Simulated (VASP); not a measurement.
Sn: elastic constants with LDA

The system is Sn.

```
CELL_PARAMETERS angstrom
-1.89465 1.89465 1.89465
1.89465 -1.89465 1.89465
1.89465 1.89465 -1.89465
ATOMIC_POSITIONS crystal
Sn 0.00000 0.00000 0.00000
```

```
Program                   : VASP 6.6.1
Task                      : elastic constants
Functional                : LDA
Potentials or basis       : VASP PAW LDA potentials, release 64 (Sn_d)
Cutoff                    : 600 eV
k mesh                    : 7 × 7 × 7
Occupations               : fermi-dirac, width 0.05 eV
Spin                      : no spin polarisation
Dipole correction         : no
Ions in elastic constants : relaxed
Further INCAR settings    : ALGO = Normal; EDIFF = 1e-08; NBANDS = 13; IBRION = 6; POTIM = 0.015; NSW = 1; ISIF = 3
```

| Item | Value |
| --- | --- |
| Elastic constants C11, C12, C44 | 85, 32, -7 GPa |
| Voigt bulk modulus | 50 GPa |

Elastic tensor in Voigt notation (GPa, in the Cartesian axes of the cell as first typed):
```
85 32 32  0  0  0
32 85 32  0  0  0
32 32 85  0  0  0
 0  0  0 -7  0  0
 0  0  0  0 -7  0
 0  0  0  0  0 -7
```

Clamped-ion elastic tensor (GPa):
```
85 32 32  0  0  0
32 85 32  0  0  0
32 32 85  0  0  0
 0  0  0 -7  0  0
 0  0  0  0 -7  0
 0  0  0  0  0 -7
```

It took 2.3 min on 1 thread of Intel(R) Xeon(R) Platinum 8488C (Sapphire Rapids), with other jobs on the host, peak memory 0.21 GiB.

Caveat: the cell is under stress, which shifts elastic constants; the elastic tensor has a negative eigenvalue, so either the cell is unstable as it stands or the mesh is too thin.
